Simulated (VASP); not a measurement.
**BP: single point with HF**

The system is BP.

```
P B
1.0
     0.00000    2.25377    2.25377
     2.25377    0.00000    2.25377
     2.25377    2.25377    0.00000
P B
1 1
Cartesian
  3.3807 3.3807 3.3807
  0.0000 0.0000 0.0000
```

```json
{
  "Program": "VASP 6.6.1",
  "Task": "single point",
  "Functional": "HF",
  "Potentials or basis": "VASP PAW PBE potentials, release 64 (P, B)",
  "Cutoff": "520 eV",
  "k mesh": "5 × 5 × 5",
  "Occupations": "fermi-dirac, width 0.05 eV",
  "Spin": "no spin polarisation",
  "Dipole correction": "no",
  "Grid for exact exchange (PRECFOCK)": "Normal",
  "Further INCAR settings": "ALGO = Normal; EDIFF = 1e-06; NBANDS = 11",
  "Share of exact exchange": "1"
}
```

```yaml
Pressure: 7.8 GPa
Band_gap_on_the_k_mesh: 8.06 eV (least direct gap 11.00 eV)
```

Levels at points of the mesh, in eV from the valence-band top:
| k point | band 1 | band 2 | band 3 | band 4 | band 5 | band 6 | band 7 | band 8 |
| --- | --- | --- | --- | --- | --- | --- | --- | --- |
| (0.00, 0.00, 0.00) | -21.82 | 0.00 | 0.00 | 0.00 | 11.00 | 11.00 | 11.00 | 16.81 |

Run time: 66 s on 1 thread of Intel(R) Xeon(R) 6975P-C (Granite Rapids), on a shared host, peak memory 0.13 GiB.

Caveat: the k points lie up to 0.48 Å⁻¹ apart; the PAW data sets were made with another functional, which shifts forces and pressure a little; an odd mesh through Γ misses points on the zone boundary, where band edges can lie.
